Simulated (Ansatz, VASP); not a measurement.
**Cu in VASP and in Ansatz**

```
Cu
1.0
    -1.47326    1.47326    1.40500
     1.47326   -1.47326    1.40500
     1.47326    1.47326   -1.40500
Cu
1
Direct
  0.00000 0.00000 0.00000
```

Alike in both runs: task single point; functional PBE; k mesh 22 × 22 × 22; occupations gaussian, width 0.15 eV; no spin polarisation.

|  | VASP | Ansatz |
| --- | --- | --- |
| version | VASP 6.6.1 | Ansatz 0.2.0 |
| potentials or method | VASP PAW PBE potentials, release 64 (Cu), cutoff 520 eV | scalar-relativistic, plane waves, PAW |
| valence electrons in the cell | 11 | 19 |

Ansatz gave:

| Property | Result |
| --- | --- |
| gap on the k mesh at the Fermi level (eV) | none |
| pressure (GPa) | -2.2 |
| traceless stress, the component that is largest in VASP (GPa) | -0.27 |

Question: Which values does VASP return?

Answer: gap on the k mesh at the Fermi level (eV): none; pressure (GPa): -1.5; traceless stress, the component that is largest in VASP (GPa): -0.27.

A gap of «none» marks a metal or a gap that the smearing closes. The functional is the same, so the differences come from potentials, cutoffs and numerics. VASP's potentials hold 11 valence electrons a cell and Ansatz's 19, so a difference there can come from the potentials and not from the codes.
